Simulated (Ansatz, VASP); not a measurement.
**Two plane-wave programs on Sr2V**

```
Sr V
1.0
     4.00075    0.00000    0.00000
    -2.00037    3.46475    0.00000
     0.00000    0.00000    8.58993
Sr V
2 1
Direct
  0.33333 0.66667 0.21596
  0.66667 0.33333 0.78404
  0.00000 0.00000 0.50000
```

Alike in both runs: functional PBE; k mesh 6 × 6 × 4; occupations gaussian, width 0.1 eV; collinear spin.

Ansatz relaxed the structure, and its values are those at the end. VASP's run is a single point on that final structure, the one shown.

|  | VASP | Ansatz |
| --- | --- | --- |
| version | VASP 6.6.1 | Ansatz 0.2.0 |
| potentials or method | VASP PAW PBE potentials, release 64 (Sr_sv, V_sv), cutoff 520 eV | scalar-relativistic, plane waves, PAW |
| valence electrons in the cell | 33 | 33 |

```tsv
	VASP	Ansatz	Ansatz less VASP
gap on the k mesh at the Fermi level (eV)	none	none	-
pressure (GPa)	0.0	-0.1	-0.05
rms of the force components (eV/Å)	0.014	0.011	-0.0035
net moment per atom (μB)	1.29	1.29	-0.003
size of the moment on the site where the two differ most (μB)	2.88	3.18	+0.300
```

Site moments also hang on the region over which each program counts them. A gap of «none» marks a metal or a gap that the smearing closes.
